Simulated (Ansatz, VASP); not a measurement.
## One calculation of SnSe2, two programs

```
Sn Se
1.0
     4.13588    0.00000    0.00000
    -2.06794    3.58178    0.00000
     0.00000    0.00000    5.73357
Sn Se
1 2
Direct
  0.00000 0.00000 0.00000
  0.33333 0.66667 0.26513
  0.66667 0.33333 0.73487
```

Alike in both runs: task single point; functional PBE; dispersion D3(BJ); k mesh 12 × 12 × 6; occupations gaussian, width 0.03 eV; no spin polarisation.

```csv
,VASP,Ansatz
version,VASP 6.6.1,Ansatz 0.2.0
potentials or method,"VASP PAW PBE potentials, release 64 (Sn_d, Se), cutoff 500 eV","scalar-relativistic, plane waves, PAW"
valence electrons in the cell,26,46
```

Ansatz gave:

| Property | Result |
| --- | --- |
| gap on the k mesh at the Fermi level (eV) | none |
| pressure (GPa) | -5.3 |
| traceless stress, the component that is largest in VASP (GPa) | 3.15 |
| rms of the force components (eV/Å) | 0.033 |

Problem. What did VASP give for the same quantities?

Solution. gap on the k mesh at the Fermi level (eV): none; pressure (GPa): -5.2; traceless stress, the component that is largest in VASP (GPa): 3.13; rms of the force components (eV/Å): 0.029.

Atom by atom the forces differ by 0.004 eV/Å (rms over components). A gap of «none» marks a metal or a gap that the smearing closes. VASP's potentials hold 26 valence electrons a cell and Ansatz's 46, so a difference there can come from the potentials and not from the codes.
